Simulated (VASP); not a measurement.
Set up this calculation in VASP 6.6.1, as the native input.

| Property | Result |
| --- | --- |
| Task | single point |
| Functional | PBE |
| Potentials or basis | VASP PAW PBE potentials, release 64 (Ba_sv) |
| Cutoff | 520 eV |
| k mesh | 11 × 11 × 6 |
| Occupations | fermi-dirac, width 0.03 eV |
| Spin | no spin polarisation |
| Dipole correction | no |
| Further INCAR settings | ALGO = Normal; EDIFF = 1e-06; NBANDS = 17 |

The structure of Ba lies in POSCAR:

```
Ba
1.0
    2.2043193500     -3.9988569750      0.0000000000
    2.2043193500      3.9988569750      0.0000000000
    0.0000000000      0.0000000000      7.4305148100
Ba
2
Direct
    0.6495962400      0.3504037600      0.2500000000
    0.3504037600      0.6495962400      0.7500000000
```

These files were run (other wordings do the same):

INCAR

```
ALGO = Normal
EDIFF = 1E-6
ENCUT = 520
GGA = PE
ISIF = 2
ISMEAR = -1
LASPH = T
LCHARG = T
LELF = T
LREAL = F
LVHAR = T
LWAVE = F
NBANDS = 17
NELM = 80
PREC = Accurate
SIGMA = 0.03
```

KPOINTS

```
k-points
0
Gamma
  11 11 6
```

Potentials or basis: VASP PAW PBE potentials, release 64 (Ba_sv).

Command:

```console
$ cat potpaw_PBE.64/Ba_sv/POTCAR > POTCAR
$ mpirun -np 1 vasp_std > vasp.out
```

It gave:

```yaml
Pressure: -0.2 GPa
Largest_force: 0.027 eV/Å
Band_gap_on_the_k_mesh: zero (band 10 reaches 1.68 eV, above the bottom of band 11 at 1.31 eV)
```

Caveat: spin-orbit coupling is left out, which moves the levels of the heavy elements.

It took 4.4 min on 1 thread of Oxide Virtual Turin-like Processor, on a shared host, peak memory 0.4 GiB.
